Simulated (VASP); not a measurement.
The system is Ag.

```
Ag
1.0
     2.77001    0.00000    0.00000
     0.00000    2.77001    0.00000
     0.00000    0.00000    2.77001
Ag
1
Direct
  0.00000 0.00000 0.00000
```

| Quantity | Value |
| --- | --- |
| Program | VASP 6.6.1 |
| Task | relaxation of cell and atoms |
| Functional | PBE |
| Potentials or basis | VASP PAW PBE potentials, release 64 (Ag) |
| Cutoff | 600 eV |
| k mesh | 12 × 12 × 12 |
| Occupations | fermi-dirac, width 0.05 eV |
| Spin | no spin polarisation |

At the start: pressure -1.4 GPa; volume 21.25 Å³/atom.

Task: How do energy, volume and symmetry change on relaxing?

Result: Over 3 steps the energy falls by 2.0 meV/atom and the volume is 20.79 Å³/atom (-2.2 %); space group Pm-3m (No. 221, to 0.05 Å).

Step by step:
```
step  energy change (eV)  largest force (eV/Å)  pressure (GPa)  volume (Å³)
   1              0.0000                0.0000           -1.38        21.25
   2             -0.0019                0.0000            0.33        20.70
   3             -0.0020                0.0000           -0.01        20.79
```

Final structure:
```yaml
crystal:
  lattice:
    - [2.74988, 0.00000, 0.00000]
    - [0.00000, 2.74988, 0.00000]
    - [0.00000, 0.00000, 2.74988]
  atoms:
    - { symbol: Ag, position: [0.00000, 0.00000, 0.00000] }
```
